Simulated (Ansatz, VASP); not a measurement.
HC6: VASP beside Ansatz

File INCAR:

```
SYSTEM = HC6
ALGO = Normal
DIPOL = 0.5 0.5 0.309
EDIFF = 1E-7
ENCUT = 520
IDIPOL = 3
ISIF = 2
ISMEAR = 0
LASPH = .True.
LCHARG = .False.
LDIPOL = .True.
LREAL = .False.
LWAVE = .False.
NBANDS = 38
NELM = 80
PREC = Accurate
SIGMA = 0.1
```

File KPOINTS:

```
k-points
0
Gamma
  6 3 1
  0 0 0
```

The input POSCAR:

```
HC6
1.0
    4.8889075235      0.0000000000      0.0000000000
   -1.2222268809      8.7842777898      0.0000000000
    0.0000000000      0.0000000000     22.7472999250
C H
12 2
Direct
    0.0193593843      0.0774375370      0.1758450459
    0.5193593842      0.0774375370      0.1758450459
    0.2741992303      0.0967969212      0.2059521363
    0.7741992303      0.0967969212      0.2059521363
    0.2838789224      0.1355156897      0.2661663168
    0.7838789224      0.1355156897      0.2661663168
    0.0386178296      0.1544718076      0.2954947895
    0.5386178296      0.1544718076      0.2954947895
    0.0488209147      0.1952857701      0.3583563417
    0.5488209147      0.1952857701      0.3583563417
    0.3031079910      0.2124325380      0.3845423393
    0.8031079910      0.2124325380      0.3845423393
    0.0488209147      0.1287047909      0.4746629253
    0.0488209147      0.2618667493      0.4746629253
```

Input for Ansatz:

```yaml
crystal:
  lattice:
    - [4.8889075235, 0.0, 0.0]
    - [-1.2222268809, 8.7842777898, 0.0]
    - [0.0, 0.0, 22.747299925]
  atoms:
    - { symbol: C, position: [0.0193593843, 0.077437537, 0.1758450459] }
    - { symbol: C, position: [0.5193593842, 0.077437537, 0.1758450459] }
    - { symbol: C, position: [0.2741992303, 0.0967969212, 0.2059521363] }
    - { symbol: C, position: [0.7741992303, 0.0967969212, 0.2059521363] }
    - { symbol: C, position: [0.2838789224, 0.1355156897, 0.2661663168] }
    - { symbol: C, position: [0.7838789224, 0.1355156897, 0.2661663168] }
    - { symbol: C, position: [0.0386178296, 0.1544718076, 0.2954947895] }
    - { symbol: C, position: [0.5386178296, 0.1544718076, 0.2954947895] }
    - { symbol: C, position: [0.0488209147, 0.1952857701, 0.3583563417] }
    - { symbol: C, position: [0.5488209147, 0.1952857701, 0.3583563417] }
    - { symbol: C, position: [0.303107991, 0.212432538, 0.3845423393] }
    - { symbol: C, position: [0.803107991, 0.212432538, 0.3845423393] }
    - { symbol: H, position: [0.0488209147, 0.1287047909, 0.4746629253] }
    - { symbol: H, position: [0.0488209147, 0.2618667493, 0.4746629253] }
basis:
  ecutwfc: 420
kpoints:
  mp_grid: { grid: [6, 3, 1] }
hamiltonian:
  xc: lda
  pseudopotentials: { kind: paw, azcp: { folder: soft_1 } }
scf:
  occupations: { method: gaussian, width: 0.1 }
output:
  forces: true
  eigenvalues: true
efield:
  axis: 3
  dipole_correction: true
  ramp_width: 0.04
```

Alike in both runs: task single point; functional LDA; k mesh 6 × 3 × 1; occupations gaussian, width 0.1 eV; no spin polarisation.

```csv
,VASP,Ansatz
version,VASP 6.6.1,Ansatz 0.2.0
potentials or method,"VASP PAW LDA potentials, release 64 (C, H), cutoff 520 eV","scalar-relativistic, plane waves, PAW"
valence electrons in the cell,50,50
```

|  | VASP | Ansatz | Ansatz less VASP |
| --- | --- | --- | --- |
| gap on the k mesh at the Fermi level (eV) | 0.05 | 0.05 | -0.001 |
| least direct gap on the mesh (eV) | 0.06 | 0.06 | -0.001 |
| rms of the force components (eV/Å) | 1.234 | 1.240 | +0.0056 |

Ansatz warns that its potentials were made for another functional, while VASP's fit it. LDA's correlation is that of Perdew and Zunger in VASP and of Perdew and Wang (1992) in Ansatz. Atom by atom the forces differ by 0.024 eV/Å (rms over components).
